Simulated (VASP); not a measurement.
# Si33C31 (a cell with a defect) in VASP: a series of runs, part 3 of 4

VASP 6.6.1.

### Step 5. Single point, PBEsol

Contents of INCAR:

```
ALGO = Normal ; EDIFF = 1E-6
ENCUT = 520 ; GGA = PS
GGA_COMPAT = F ; ISIF = 2
ISMEAR = -1 ; ISYM = -1
LASPH = T ; LCHARG = F
LREAL = Auto ; LWAVE = F
NBANDS = 166 ; NELM = 120
PREC = Accurate ; SIGMA = 0.05
```

Contents of KPOINTS:

```
explicit points
1
Reciprocal
  0.25000000   0.25000000   0.25000000 1
```

Contents of POSCAR:

```
Si33C31
1.0
    8.7137060000      0.0000000000      0.0000000000
    0.0000000000      8.7137060000      0.0000000000
    0.0000000000      0.0000000000      8.7137060000
Si C
33 31
Direct
    0.0002610000      0.0002630000      0.0000160000
    0.0028240000      0.0028620000      0.4997390000
    0.0028520000      0.4999400000      0.0026500000
    0.0009000000      0.4998790000      0.4996950000
    0.4999550000      0.0028600000      0.0026630000
    0.4999290000      0.0009400000      0.4996880000
    0.4999340000      0.4998680000      0.0006830000
    0.4827000000      0.4826790000      0.4824480000
    0.6250140000      0.6250910000      0.6249280000
    0.2500140000      0.2499910000      0.0000910000
    0.2474140000      0.2474010000      0.4995840000
    0.2473310000      0.7502460000      0.0027790000
    0.2495740000      0.7504910000      0.4996680000
    0.7502150000      0.2473040000      0.0027560000
    0.7505040000      0.2495520000      0.4996910000
    0.7505010000      0.7504650000      0.0006870000
    0.7672530000      0.7672350000      0.4826510000
    0.2500130000      0.0002920000      0.2497510000
    0.2473020000      0.0030480000      0.7500470000
    0.2474670000      0.4998420000      0.2472250000
    0.2495570000      0.4999000000      0.7502970000
    0.7502650000      0.0030390000      0.2470800000
    0.7504900000      0.0009370000      0.7502520000
    0.7504970000      0.4998610000      0.2493060000
    0.7672900000      0.4828920000      0.7670800000
    0.0003100000      0.2499930000      0.2497510000
    0.0029460000      0.2473420000      0.7500420000
    0.0030290000      0.7502910000      0.2470920000
    0.0009340000      0.7504630000      0.7502590000
    0.4998630000      0.2474860000      0.2472250000
    0.4999510000      0.2495190000      0.7502970000
    0.4999070000      0.7504770000      0.2493050000
    0.4828730000      0.7673950000      0.7670910000
    0.1253660000      0.1253480000      0.1251260000
    0.1253440000      0.1254200000      0.6250910000
    0.1253700000      0.6252950000      0.1251580000
    0.1254420000      0.6254060000      0.6251840000
    0.6252730000      0.1254130000      0.1251730000
    0.6254210000      0.1254110000      0.6251880000
    0.6254420000      0.6254210000      0.1251900000
    0.3748560000      0.3749000000      0.1251290000
    0.3695640000      0.3695790000      0.6253990000
    0.3748460000      0.8758530000      0.1252150000
    0.3694330000      0.8814570000      0.6247680000
    0.8758820000      0.3748420000      0.1252050000
    0.8813810000      0.3695250000      0.6247740000
    0.8758790000      0.8758800000      0.1250740000
    0.8810900000      0.8810460000      0.6257570000
    0.3748600000      0.1253610000      0.3746430000
    0.3748660000      0.1254570000      0.8756480000
    0.3696090000      0.6256570000      0.3693780000
    0.3695010000      0.6249820000      0.8811520000
    0.8759010000      0.1254570000      0.3746300000
    0.8759000000      0.1252910000      0.8756590000
    0.8814400000      0.6250180000      0.3692480000
    0.8811480000      0.6259810000      0.8808840000
    0.1253590000      0.3748800000      0.3746290000
    0.1254640000      0.3748680000      0.8756940000
    0.1254530000      0.8759270000      0.3746440000
    0.1253300000      0.8758760000      0.8756460000
    0.6256600000      0.3696290000      0.3693710000
    0.6249830000      0.3695160000      0.8811440000
    0.6250070000      0.8814130000      0.3692380000
    0.6260190000      0.8811300000      0.8809450000
```

Potentials or basis: VASP PAW PBE potentials, release 64 (Si, C).

On the command line:

```sh
$ cat potpaw_PBE.64/Si/POTCAR potpaw_PBE.64/C/POTCAR > POTCAR
$ mpirun -np 1 vasp_std > vasp.out
```

OUTCAR:

```text
EDIFF = 1E-6
   ENCUT = 520
   GGA = PS
   ISIF = 2
   ISMEAR = -1
   ISYM = -1
   LASPH = T
   LREAL = Auto
   NELM = 120
   PREC = Accurate

 ion  position               nearest neighbor table
   1  0.000  0.000  0.000-  54 1.88  47 1.88  60 1.88  34 1.89  19 3.06  28 3.06  27 3.06  22 3.06
                            12 3.06  14 3.06  26 3.08  10 3.08  18 3.08  23 3.08  29 3.08  16 3.08
   2  0.003  0.003  0.500-  48 1.86  35 1.86  53 1.88  59 1.89  17 2.91  11 3.01  27 3.05  19 3.05
                            26 3.06  18 3.06  15 3.07  13 3.08  23 3.10  29 3.10  22 3.11  28 3.11
   3  0.003  0.500  0.003-  56 1.86  36 1.86  45 1.88  58 1.88  25 2.91  20 3.01  12 3.05  28 3.05
                            26 3.06  10 3.06  24 3.07  21 3.08  16 3.10  29 3.10  27 3.11  14 3.11
   4  0.001  0.500  0.500-  57 1.88  46 1.89  55 1.89  37 1.89  11 3.07  20 3.08  21 3.08  13 3.08
                            26 3.08  15 3.09  24 3.09  29 3.09  25 3.10  17 3.10  27 3.10  28 3.10
   5  0.500  0.003  0.003-  64 1.86  38 1.86  43 1.89  50 1.89  33 2.91  30 3.01  14 3.05  22 3.05
                            18 3.06  10 3.06  31 3.07  32 3.07  16 3.10  23 3.10  12 3.11  19 3.11
   6  0.500  0.001  0.500-  49 1.88  63 1.89  44 1.89  39 1.89  11 3.07  30 3.07  15 3.08  31 3.08
                            18 3.08  13 3.09  32 3.09  23 3.09  33 3.10  17 3.10  22 3.10  19 3.10
   7  0.500  0.500  0.001-  41 1.88  62 1.89  52 1.89  40 1.89  30 3.07  20 3.07  24 3.08  32 3.08
                            10 3.08  31 3.09  21 3.09  16 3.09  25 3.10  33 3.10  14 3.10  12 3.10
   8  0.483  0.483  0.482-  61 1.87  51 1.87  42 1.87   9 2.15  30 2.90  20 2.90  11 2.90  15 3.10
                            24 3.10  32 3.10  13 3.10  21 3.10  31 3.10
   9  0.625  0.625  0.625-  33 2.15  25 2.15  17 2.15   8 2.15
  10  0.250  0.250  0.000-  58 1.88  50 1.88  34 1.88  41 1.89  30 3.06  20 3.06  19 3.06   5 3.06
                             3 3.06  27 3.06  18 3.08  26 3.08   1 3.08  21 3.08  31 3.08   7 3.08
  11  0.247  0.247  0.500-  35 1.86  42 1.86  49 1.88  57 1.88   8 2.90   2 3.01  19 3.05  27 3.05
                            26 3.06  18 3.06   6 3.07   4 3.07  21 3.10  31 3.10  20 3.11  30 3.11
  12  0.247  0.750  0.003-  52 1.86  36 1.86  60 1.89  43 1.89  33 2.91  28 3.01   3 3.05  20 3.05
[... 72 lines left out ...]
  63  0.625  0.881  0.369-  22 1.86  17 1.87   6 1.89  32 1.89
  64  0.626  0.881  0.881-   5 1.86  33 1.88  16 1.89  23 1.89

IMPORTANT INFORMATION: All symmetrisations will be switched off!
NOSYMM: (Re-)initialisation of all symmetry stuff for point group C_1.

----------------------------------------------------------------------------------------

                                     Primitive cell

  volume of cell :     661.6201

  direct lattice vectors                    reciprocal lattice vectors
     8.713706000  0.000000000  0.000000000     0.114761733  0.000000000  0.000000000
     0.000000000  8.713706000  0.000000000     0.000000000  0.114761733  0.000000000
     0.000000000  0.000000000  8.713706000     0.000000000  0.000000000  0.114761733

  length of vectors
     8.713706000  8.713706000  8.713706000     0.114761733  0.114761733  0.114761733

  position of ions in fractional coordinates (direct lattice)
     0.000261000  0.000263000  0.000016000
     0.002824000  0.002862000  0.499739000
     0.002852000  0.499940000  0.002650000
     0.000900000  0.499879000  0.499695000
     0.499955000  0.002860000  0.002663000
     0.499929000  0.000940000  0.499688000
[... 56 lines left out ...]
     0.625007000  0.881413000  0.369238000
     0.626019000  0.881130000  0.880945000

  ion indices of the primitive-cell ions
   primitive index   ion index
                 1           1
                 2           2
                 3           3
                 4           4
                 5           5
                 6           6
[... 56 lines left out ...]
                63          63
                64          64

----------------------------------------------------------------------------------------

 KPOINTS: explicit points

Read explicit list of k-points.

 Found      1 k-points:

 Following reciprocal coordinates:
            Coordinates               Weight
  0.250000  0.250000  0.250000      1.000000
   k-points           NKPTS =      1   k-points in BZ     NKDIM =      1   number of bands    NBANDS=    166
   number of dos      NEDOS =    301   number of ions     NIONS =     64
   total plane-waves  NPLWV = 343000
   dimension x,y,z NGX =    70 NGY =   70 NGZ =   70
   dimension x,y,z NGXF=   140 NGYF=  140 NGZF=  140
   ions per type =              33  31
   NGX,Y,Z   is equivalent  to a cutoff of  13.36, 13.36, 13.36 a.u.
   NGXF,Y,Z  is equivalent  to a cutoff of  26.71, 26.71, 26.71 a.u.
 SYSTEM =  unknown system
   PREC   = accura    normal or accurate (medium, high low for compatibility)
   ISTART =      0    job   : 0-new  1-cont  2-samecut
   ICHARG =      2    charge: 1-file 2-atom 10-const
   ISPIN  =      1    spin polarized calculation?
   LNONCOLLINEAR =      F non collinear calculations
   LSORBIT =      F    spin-orbit coupling
   LASPH  =      T    aspherical Exc in radial PAW
   ENCUT  =  520.0 eV  38.22 Ry    6.18 a.u.  16.20 16.20 16.20*2*pi/ulx,y,z
   NELM   =    120;   NELMIN=  2; NELMDL= -5     # of ELM steps
   EDIFF  = 0.1E-05   stopping-criterion for ELM
   LREAL  =      T    real-space projection
   EDIFFG = 0.1E-04   stopping-criterion for IOM
   NSW    =      0    number of steps for IOM
   IBRION =     -1    ionic relax: 0-MD 1-quasi-New 2-CG
   NFREE  =      0    steps in history (QN), initial steepest desc. (CG)
   ISIF   =      2    stress and relaxation
   ISYM   =     -1    0-nonsym 1-usesym 2-fastsym
   POTIM  = 0.5000    time-step for ionic-motion
   TEBEG  =    0.0;   TEEND  =   0.0 temperature during run
   PSTRESS=    0.0 pullay stress
   NELECT =     256.0000    total number of electrons
   NUPDOWN=      -1.0000    fix difference up-down
   EMIN   =  10.00;   EMAX   =-10.00  energy-range for DOS
   EFERMI =   0.00;   METHOD = LEGACY
   ISMEAR =    -1;   SIGMA  =   0.05  broadening in eV -4-tet -1-fermi 0-gaus
   EFERMI_NEDOS =   21; number of points for ismear=-14 and -15
   IALGO  =     38    algorithm
   IMIX   =      4    mixing-type and parameters
     AMIX     =   0.40;   BMIX     =  1.00
     AMIX_MAG =   1.60;   BMIX_MAG =  1.00
  volume/ion in A,a.u.               =      10.34        69.76
  Fermi-wavevector in a.u.,A,eV,Ry     =   1.192940  2.254330 19.362529  1.423106
  Thomas-Fermi vector in A             =   2.328966
   LORBIT       =      0    0 simple, 1 ext, 2 COOP (PROOUT), +10 PAW based schemes
   GGA     = PS    functional components
   LHFCALC =     F    Hartree Fock is set to
   AEXX    =    0.0000 exact exchange contribution
   IVDW    =     0    specifies the selected vdW correction
   LEPSILON=     F    determine dielectric tensor
   LRPA    =     F    only Hartree local field effects (RPA)
 non-spin polarized calculation
  energy-cutoff  :      520.00
  volume of cell :      661.62
 maximum number of plane-waves:     17779
 NGX is ok and might be reduce to    64
   NGX = 33   NGY = 33   NGZ = 33

 number of electron     255.9999966 magnetization

 Free energy of the ion-electron system (eV)
  ---------------------------------------------------
  ext. energy  EPLUGINS =         0.00000000
  ---------------------------------------------------
  free energy    TOTEN  =      -501.30612894 eV

  energy without entropy =     -501.30612874  energy(sigma->0) =     -501.30612884

 E-fermi :   9.3785     XC(G=0): -11.5377

 val. band max:        8.5077438659   @ k =   0.2500   0.2500   0.2500
 cond. band min:      10.2202209824   @ k =   0.2500   0.2500   0.2500
 fundamental gap:      1.7124771166
 Fermi energy:         9.3785490344

 k-point     1 :       0.2500    0.2500    0.2500
  band No.  band energies     occupation
      1      -6.9817      2.00000
      2      -6.2212      2.00000
      3      -6.2205      2.00000
      4      -6.0793      2.00000
      5      -5.4500      2.00000
      6      -5.4493      2.00000
[... 132 lines left out ...]
    139      12.3809      0.00000
    140      12.4394      0.00000
 [bands above 140 left out]

------------------------ aborting loop because EDIFF is reached ----------------------------------------

  FORCE on cell =-STRESS in cart. coord.  units (eV):
  Direction    XX          YY          ZZ          XY          YZ          ZX
  --------------------------------------------------------------------------------------
  -------------------------------------------------------------------------------------
  Total       22.9153012     22.9160352     22.9175278     -4.9075455     -4.9061372     -4.9359999
  in kB       55.4916252     55.4934027     55.4970171    -11.8840976    -11.8806872    -11.9530028
  external PRESSURE =      55.4940150 kB  Pullay stress =       0.0000000 kB

 VOLUME and BASIS-vectors are now :
 -----------------------------------------------------------------------------
  energy-cutoff  :      520.00
  volume of cell :      661.62
      direct lattice vectors                 reciprocal lattice vectors
     8.713706000  0.000000000  0.000000000     0.114761733  0.000000000  0.000000000
     0.000000000  8.713706000  0.000000000     0.000000000  0.114761733  0.000000000
     0.000000000  0.000000000  8.713706000     0.000000000  0.000000000  0.114761733

 POSITION                                       TOTAL-FORCE (eV/Angst)
 -----------------------------------------------------------------------------------
      0.00227      0.00229      0.00014        -0.001456     -0.009831     -0.000171
      0.02461      0.02494      4.35458         0.001596     -0.006321     -0.010614
      0.02485      4.35633      0.02309         0.000265     -0.010703     -0.002932
      0.00784      4.35580      4.35420         0.018402      0.009531     -0.004459
      4.35646      0.02492      0.02320        -0.015648     -0.004258     -0.003982
      4.35623      0.00819      4.35413        -0.007248      0.007025     -0.003787
[... 56 lines left out ...]
      5.44613      7.68037      3.21743         0.020455     -0.012906      0.018470
      5.45495      7.67791      7.67630        -0.011698     -0.005843     -0.016605
 -----------------------------------------------------------------------------------
    total drift:                                0.045085      0.048008      0.022057

  FREE ENERGIE OF THE ION-ELECTRON SYSTEM (eV)
  ---------------------------------------------------
  free  energy   TOTEN  =      -501.3061289368 eV

  energy  without entropy=     -501.3061287393  energy(sigma->0) =     -501.30612884
```

Run time: 2.6 min. Hardware: 1 thread of AMD EPYC 9R45 (Zen 5), shared host; peak memory 0.65 GiB.

Results:

```yaml
Free_energy: -501.3061 eV
Pressure: 5.5 GPa
Largest_force: 0.038 eV/Å
Band_gap_on_the_k_mesh: 1.71 eV
```

Forces in eV/Å, atoms in the order of the input:
```
Si  -0.001 -0.010  0.000
Si   0.002 -0.006 -0.011
Si   0.000 -0.011 -0.003
Si   0.018  0.010 -0.004
Si  -0.016 -0.004 -0.004
Si  -0.007  0.007 -0.004
Si  -0.007  0.012  0.014
Si  -0.023 -0.016 -0.009
Si   0.012  0.011  0.002
Si   0.001  0.006 -0.006
Si  -0.004  0.004 -0.008
Si  -0.007  0.006 -0.001
Si  -0.023  0.000  0.003
Si   0.017 -0.001  0.004
Si  -0.003 -0.015 -0.003
Si  -0.002 -0.003  0.013
Si   0.022  0.022 -0.021
Si   0.002 -0.003  0.008
Si  -0.007  0.000  0.007
Si  -0.014 -0.009 -0.005
Si  -0.015 -0.001 -0.011
Si   0.011 -0.005 -0.002
Si  -0.002  0.002 -0.004
Si   0.004  0.013 -0.014
Si   0.021 -0.015  0.020
Si  -0.002  0.006  0.006
Si   0.014 -0.002  0.012
Si   0.000  0.008 -0.002
Si   0.014 -0.003 -0.008
Si  -0.023 -0.010 -0.003
Si  -0.014 -0.006 -0.015
Si   0.002  0.001 -0.014
Si  -0.026  0.014  0.022
C    0.003  0.003  0.001
C    0.001 -0.001  0.006
C    0.007  0.009  0.004
C    0.004  0.004  0.005
C    0.010  0.002  0.001
C    0.010  0.008  0.006
C    0.003 -0.001  0.002
C   -0.005 -0.017  0.000
C    0.013  0.001 -0.009
C   -0.009  0.010  0.010
C    0.026 -0.015  0.020
C    0.002 -0.016  0.009
C   -0.015  0.012  0.021
C    0.001  0.005 -0.002
C   -0.010 -0.001 -0.011
C   -0.004 -0.002 -0.015
C   -0.009  0.008  0.013
C    0.008 -0.013  0.004
C    0.020  0.026 -0.008
C    0.001  0.012 -0.010
C   -0.007  0.006 -0.001
C   -0.019  0.014  0.017
C   -0.014 -0.011 -0.009
C   -0.004 -0.014 -0.011
C    0.006 -0.016  0.003
C    0.011  0.000 -0.011
C   -0.003  0.003  0.003
C   -0.010 -0.001  0.011
C    0.028  0.007 -0.008
C    0.020 -0.013  0.018
C   -0.012 -0.006 -0.017
```

Stress tensor (GPa, compression positive):
```
 5.55 -1.19 -1.20
-1.19  5.55 -1.19
-1.20 -1.19  5.55
```

Levels at points of the mesh, in eV from the valence-band top:
```
           k point  band 124  band 125  band 126  band 127  band 128  band 129  band 130  band 131  band 132  band 133
(0.25, 0.25, 0.25)     -0.73     -0.73     -0.55      0.00      0.00      1.71      1.86      1.86      3.08      3.10
```

Caveat: the PAW data sets were made with another functional, which shifts forces and pressure a little.

(Part 3 of 4 ends here.)
